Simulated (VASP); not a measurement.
The system is HgTe (Coloradoite).

```
CELL_PARAMETERS angstrom
0.00000 3.21450 3.21450
3.21450 0.00000 3.21450
3.21450 3.21450 0.00000
ATOMIC_POSITIONS crystal
Hg 0.00000 0.00000 0.00000
Te 0.75000 0.75000 0.75000
```

- Program: VASP 6.6.1
- Task: relaxation of cell and atoms
- Functional: revPBE
- Dispersion: D4
- Potentials or basis: VASP PAW PBE potentials, release 64 (Hg, Te)
- Cutoff: 500 eV
- k mesh: 7 × 7 × 7
- Occupations: fermi-dirac, width 0.05 eV
- Spin: no spin polarisation

At the start: pressure 2.4 GPa; volume 33.22 Å³/atom.

How do energy, volume and symmetry change on relaxing?

Over 3 steps the energy falls by 12.7 meV/atom and the volume is 35.02 Å³/atom (+5.4 %); space group F-43m (No. 216, to 0.05 Å).

The path:
```csv
step,energy change (eV),largest force (eV/Å),pressure (GPa),volume (Å³)
1,0.0000,0.0000,2.38,66.43
2,-0.0227,0.0000,-0.65,71.29
3,-0.0254,0.0000,0.01,70.03
```

Final structure:
```
Hg Te
1.0
     0.00000    3.27157    3.27157
     3.27157    0.00000    3.27157
     3.27157    3.27157    0.00000
Hg Te
1 1
Direct
  0.00000 0.00000 0.00000
  0.75000 0.75000 0.75000
```

Caveat: the PAW data sets were made with another functional, which shifts forces and pressure a little; pairwise dispersion overbinds metals, which lowers pressure and volume.
